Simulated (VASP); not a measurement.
# Co3Si: single point with r2SCAN

Co3Si:

```xyz
8
Lattice="4.9765 0.0000 0.0000 -2.4882 4.3097 0.0000 0.0000 0.0000 3.9728" Properties=species:S:1:pos:R:3 pbc="T T T"
Co    0.0000    1.4435    2.9796
Co    1.2381    3.5880    2.9796
Co   -1.2381    3.5880    2.9796
Co    2.4882    2.8662    0.9932
Co    1.2501    0.7218    0.9932
Co    3.7263    0.7218    0.9932
Si    2.4882    1.4366    2.9796
Si    0.0000    2.8732    0.9932
```

| Item | Value |
| --- | --- |
| Program | VASP 6.6.1 |
| Task | single point |
| Functional | r2SCAN |
| Potentials or basis | VASP PAW PBE potentials, release 64 (Co, Si) |
| Cutoff | 520 eV |
| k mesh | 6 × 6 × 4 |
| Occupations | gaussian, width 0.1 eV |
| Spin | collinear spin, ferromagnetic start |
| Starting moments | [3.0, 3.0, 3.0, 3.0, 3.0, 3.0, 0.0, 0.0] μB |

- Pressure: -2.1 GPa
- Largest force: 0.249 eV/Å
- Net moment: 7.70 μB per cell
- Site moments: Co +1.37; Si -0.06 μB
- Valence electrons inside the program's atomic spheres: Co 8.46; Si 1.60

Forces on the atoms (eV/Å):
```
Co   0.000  0.249  0.000
Co  -0.215 -0.124  0.000
Co   0.215 -0.124  0.000
Co   0.000 -0.249  0.000
Co   0.215  0.124  0.000
Co  -0.215  0.124  0.000
Si   0.000  0.000  0.000
Si   0.000  0.000  0.000
```

Stress tensor (GPa, compression positive):
```
-4.63  0.00  0.00
 0.00 -4.63  0.00
 0.00  0.00  3.01
```

Levels at points of the mesh, in eV from the Fermi level:
Spin up:
```
           k point  band 31  band 32  band 33  band 34  band 35  band 36  band 37  band 38  band 39  band 40
(0.00, 0.00, 0.00)    -1.00    -1.00    -0.83    -0.21    -0.21    -0.14     0.97     0.97     2.94     3.98
(0.50, 0.00, 0.00)    -1.39    -1.14    -1.02    -0.09     1.36     1.61     2.62     3.04     3.40     4.83
(0.00, 0.00, 0.50)    -0.90    -0.90    -0.77    -0.77    -0.77    -0.77    -0.72    -0.72     3.28     3.28
(0.50, 0.00, 0.50)    -1.40    -1.40    -1.20    -1.20    -0.18    -0.18     0.38     0.38     6.28     6.28
```
Spin down:
```tsv
k point	band 23	band 24	band 25	band 26	band 27	band 28	band 29	band 30	band 31	band 32
(0.00, 0.00, 0.00)	-0.57	-0.36	-0.36	-0.24	0.31	0.31	0.39	0.39	0.90	1.16
(0.50, 0.00, 0.00)	-0.71	-0.67	-0.29	-0.20	-0.09	-0.07	0.13	0.13	0.34	0.96
(0.00, 0.00, 0.50)	-0.70	-0.70	-0.21	-0.21	-0.04	-0.04	0.36	0.36	0.36	0.36
(0.50, 0.00, 0.50)	-0.50	-0.50	-0.43	-0.43	-0.27	-0.27	0.33	0.33	0.56	0.56
```

Run time: 11 min on 1 thread of Intel(R) Xeon(R) Platinum 8488C (Sapphire Rapids), on a shared host, peak memory 0.33 GiB.

Caveat: the k points lie up to 0.40 Å⁻¹ apart; the PAW data sets were made with another functional, which shifts forces and pressure a little.
